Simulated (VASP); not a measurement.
# H2 in VASP: notebook, part 2 of 2

VASP 6.6.1. The steps go on from the part before.

### Step 4. Relaxation of the atoms, PBE+D3(BJ)

Contents of INCAR:

```
SYSTEM = H
PREC = Accurate
ENCUT = 520
EDIFF = 1E-7
ISMEAR = 0
SIGMA = 0.01
LREAL = .FALSE.
LASPH = .TRUE.
NELM = 60
ALGO = Normal
ISIF = 2
LWAVE = .FALSE.
LCHARG = .FALSE.
GGA = PE
IVDW = 12
IBRION = 2
NSW = 80
EDIFFG = -0.01
```

Contents of KPOINTS:

```
regular mesh
0
G
  1 1 1
  0 0 0
```

Contents of POSCAR:

```
H
1.0
    9.0000000000      0.0000000000      0.0000000000
    0.0000000000      9.7000000000      0.0000000000
    0.0000000000      0.0000000000      9.9000000000
H
2
Direct
    0.5000000000      0.5278849101      0.5263059601
    0.5000000000      0.4721150899      0.4736940399
```

Potentials or basis: VASP PAW PBE potentials, release 64 (H).

Command:

```console
> cat potpaw_PBE.64/H/POTCAR > POTCAR
> mpirun -np 1 vasp_gam > vasp.out
```

OUTCAR:

```text
SYSTEM = H
   PREC = Accurate
   ENCUT = 520
   EDIFF = 1E-7
   ISMEAR = 0
   LREAL = .FALSE.
   LASPH = .TRUE.
   NELM = 60
   ISIF = 2
   GGA = PE
   IVDW = 12
   IBRION = 2
   NSW = 80
   EDIFFG = -0.01
 IVDW          = 12

 ion  position               nearest neighbor table
   1  0.500  0.528  0.526-   2 0.75
   2  0.500  0.472  0.474-   1 0.75

  LATTYP: Found a simple orthorhombic cell.
 ALAT       =     9.0000000000
 B/A-ratio  =     1.0777777778
 C/A-ratio  =     1.1000000000

  Lattice vectors:

 A1 = (   9.0000000000,   0.0000000000,   0.0000000000)
 A2 = (   0.0000000000,   9.7000000000,   0.0000000000)
 A3 = (   0.0000000000,   0.0000000000,   9.9000000000)

Analysis of symmetry for initial positions (statically):
=====================================================================
 Subroutine PRICEL returns:
 Original cell was already a primitive cell.

 Routine SETGRP: Setting up the symmetry group for a
 simple orthorhombic supercell.

 Subroutine GETGRP returns: Found  4 space group operations
 (whereof  4 operations were pure point group operations)
 out of a pool of  8 trial point group operations.

The static configuration has the point symmetry C_2h.

Analysis of symmetry for dynamics (positions and initial velocities):
=====================================================================
 Subroutine PRICEL returns:
 Original cell was already a primitive cell.

 Routine SETGRP: Setting up the symmetry group for a
 simple orthorhombic supercell.

 Subroutine GETGRP returns: Found  4 space group operations
 (whereof  4 operations were pure point group operations)
 out of a pool of  8 trial point group operations.

The dynamic configuration has the point symmetry C_2h.

 Subroutine INISYM returns: Found  4 space group operations
 (whereof  4 operations are pure point group operations),
 and found     1 'primitive' translations

----------------------------------------------------------------------------------------

                                     Primitive cell

  volume of cell :     864.2700

  direct lattice vectors                    reciprocal lattice vectors
     9.000000000  0.000000000  0.000000000     0.111111111  0.000000000  0.000000000
     0.000000000  9.700000000  0.000000000     0.000000000  0.103092784  0.000000000
     0.000000000  0.000000000  9.900000000     0.000000000  0.000000000  0.101010101

  length of vectors
     9.000000000  9.700000000  9.900000000     0.111111111  0.103092784  0.101010101

  position of ions in fractional coordinates (direct lattice)
     0.500000000  0.527884910  0.526305960
     0.500000000  0.472115090  0.473694040

  ion indices of the primitive-cell ions
   primitive index   ion index
                 1           1
                 2           2

----------------------------------------------------------------------------------------

 KPOINTS: regular mesh

Automatic generation of k-mesh.
 Grid dimensions read from file:
 generate k-points for:    1    1    1

 Generating k-lattice:

  Cartesian coordinates                     Fractional coordinates (reciprocal lattice)
     0.111111111  0.000000000  0.000000000     1.000000000  0.000000000  0.000000000
     0.000000000  0.103092784  0.000000000     0.000000000  1.000000000  0.000000000
     0.000000000  0.000000000  0.101010101     0.000000000  0.000000000  1.000000000

  Length of vectors
     0.111111111  0.103092784  0.101010101

  Shift w.r.t. Gamma in fractional coordinates (k-lattice)
     0.000000000  0.000000000  0.000000000

 Subroutine IBZKPT returns following result:
 ===========================================

 Found      1 irreducible k-points:

 Following reciprocal coordinates:
            Coordinates               Weight
  0.000000  0.000000  0.000000      1.000000
   k-points           NKPTS =      1   k-points in BZ     NKDIM =      1   number of bands    NBANDS=      5
   number of dos      NEDOS =    301   number of ions     NIONS =      2
   total plane-waves  NPLWV = 403200
   dimension x,y,z NGX =    70 NGY =   72 NGZ =   80
   dimension x,y,z NGXF=   140 NGYF=  144 NGZF=  160
   ions per type =               2
   NGX,Y,Z   is equivalent  to a cutoff of  12.93, 12.34, 13.43 a.u.
   NGXF,Y,Z  is equivalent  to a cutoff of  25.86, 24.68, 26.87 a.u.
 SYSTEM =  H
   PREC   = accura    normal or accurate (medium, high low for compatibility)
   ISTART =      0    job   : 0-new  1-cont  2-samecut
   ICHARG =      2    charge: 1-file 2-atom 10-const
   ISPIN  =      1    spin polarized calculation?
   LNONCOLLINEAR =      F non collinear calculations
   LSORBIT =      F    spin-orbit coupling
   LASPH  =      T    aspherical Exc in radial PAW
   ENCUT  =  520.0 eV  38.22 Ry    6.18 a.u.  16.73 18.04 18.41*2*pi/ulx,y,z
   NELM   =     60;   NELMIN=  2; NELMDL= -5     # of ELM steps
   EDIFF  = 0.1E-06   stopping-criterion for ELM
   LREAL  =      F    real-space projection
   EDIFFG = -.1E-01   stopping-criterion for IOM
   NSW    =     80    number of steps for IOM
   IBRION =      2    ionic relax: 0-MD 1-quasi-New 2-CG
   NFREE  =      1    steps in history (QN), initial steepest desc. (CG)
   ISIF   =      2    stress and relaxation
   ISYM   =      2    0-nonsym 1-usesym 2-fastsym
   POTIM  = 0.5000    time-step for ionic-motion
   TEBEG  =    0.0;   TEEND  =   0.0 temperature during run
   PSTRESS=    0.0 pullay stress
   NELECT =       2.0000    total number of electrons
   NUPDOWN=      -1.0000    fix difference up-down
   EMIN   =  10.00;   EMAX   =-10.00  energy-range for DOS
   EFERMI =   0.00;   METHOD = LEGACY
   ISMEAR =     0;   SIGMA  =   0.01  broadening in eV -4-tet -1-fermi 0-gaus
   EFERMI_NEDOS =   21; number of points for ismear=-14 and -15
   IALGO  =     38    algorithm
   IMIX   =      4    mixing-type and parameters
     AMIX     =   0.40;   BMIX     =  1.00
     AMIX_MAG =   1.60;   BMIX_MAG =  1.00
  volume/ion in A,a.u.               =     432.13      2916.19
  Fermi-wavevector in a.u.,A,eV,Ry     =   0.216538  0.409198  0.637962  0.046889
  Thomas-Fermi vector in A             =   0.992251
   LORBIT       =      0    0 simple, 1 ext, 2 COOP (PROOUT), +10 PAW based schemes
   GGA     = PE    functional components
   LHFCALC =     F    Hartree Fock is set to
   AEXX    =    0.0000 exact exchange contribution
   IVDW    =    12    specifies the selected vdW correction
   LEPSILON=     F    determine dielectric tensor
   LRPA    =     F    only Hartree local field effects (RPA)
 conjugate gradient relaxation of ions
 non-spin polarized calculation
 Gauss-broadening in eV      SIGMA  =   0.01
  energy-cutoff  :      520.00
  volume of cell :      864.27
 maximum number of plane-waves:     11637
 NGX is ok and might be reduce to    70
   NGX = 33   NGY = 37   NGZ = 37

--------------------------------------- Ionic step        1  -------------------------------------------

 number of electron       2.0000000 magnetization

 Free energy of the ion-electron system (eV)
  ---------------------------------------------------
  ext. energy  EPLUGINS =         0.00000000
  ---------------------------------------------------
  free energy    TOTEN  =        -6.77242652 eV

  energy without entropy =       -6.77242652  energy(sigma->0) =       -6.77242652

------------------------ aborting loop because EDIFF is reached ----------------------------------------

 Edisp (eV)   -0.00255

 E8    (eV) :    -0.0005

  FORCE on cell =-STRESS in cart. coord.  units (eV):
  Direction    XX          YY          ZZ          XY          YZ          ZX
  --------------------------------------------------------------------------------------
  -------------------------------------------------------------------------------------
  Total      -0.02753    -0.04480    -0.04320     0.00000    -0.01651     0.00000
  in kB      -0.05104    -0.08305    -0.08008     0.00000    -0.03061     0.00000
  external pressure =       -0.07 kB  Pullay stress =        0.00 kB
[... 61 lines left out ...]
  energy  without entropy=       -6.7749037990  energy(sigma->0) =       -6.77490380

--------------------------------------- Ionic step        3  -------------------------------------------

 number of electron       2.0000000 magnetization

 Free energy of the ion-electron system (eV)
  ---------------------------------------------------
  ext. energy  EPLUGINS =         0.00000000
  ---------------------------------------------------
  free energy    TOTEN  =        -6.77244507 eV

  energy without entropy =       -6.77244507  energy(sigma->0) =       -6.77244507

 E-fermi : -10.2326     XC(G=0):  -0.4195

 val. band max:      -10.3004813518   @ k =   0.0000   0.0000   0.0000
 cond. band min:      -0.1725514710   @ k =   0.0000   0.0000   0.0000
 fundamental gap:     10.1279298808
 Fermi energy:       -10.2326228954

 k-point     1 :       0.0000    0.0000    0.0000
  band No.  band energies     occupation
      1     -10.3005      2.00000
      2      -0.1726      0.00000
      3       0.3857      0.00000
      4       0.9841      0.00000
      5       1.1686      0.00000

------------------------ aborting loop because EDIFF is reached ----------------------------------------

 Edisp (eV)   -0.00255

 E8    (eV) :    -0.0005
[... 25 lines left out ...]
  FREE ENERGIE OF THE ION-ELECTRON SYSTEM (eV)
  ---------------------------------------------------
  free  energy   TOTEN  =        -6.7749943869 eV

  energy  without entropy=       -6.7749943869  energy(sigma->0) =       -6.77499439

 reached required accuracy - stopping structural energy minimisation
```

CONTCAR:

```text
H
   1.00000000000000
     9.0000000000000000    0.0000000000000000    0.0000000000000000
     0.0000000000000000    9.6999999999999993    0.0000000000000000
     0.0000000000000000    0.0000000000000000    9.9000000000000004
  H
     2
Direct
     0.5000000000000000    0.5278478665394493    0.5262713494699786
     0.5000000000000000    0.4721521334605507    0.4737286505300214

  0.00000000E+00  0.00000000E+00  0.00000000E+00
  0.00000000E+00  0.00000000E+00  0.00000000E+00
```

It took 67 s on 1 thread of Intel Xeon Platinum 8375C at 2.90GHz (Ice Lake), shared host; peak memory 0.76 GiB.

What came out:

| Item | Value |
| --- | --- |
| Free energy | -6.7750 eV |
| Energy gained by relaxing | 0.0 meV/atom |
| Ionic steps | 3 |
| Gap between the frontier levels | 10.13 eV |
| Dispersion energy per atom | -0.001 eV |

Final structure:
```xyz
2
Lattice="9.0000 0.0000 0.0000 0.0000 9.7000 0.0000 0.0000 0.0000 9.9000" Properties=species:S:1:pos:R:3 pbc="T T T"
H     4.5000    5.1201    5.2101
H     4.5000    4.5799    4.6899
```
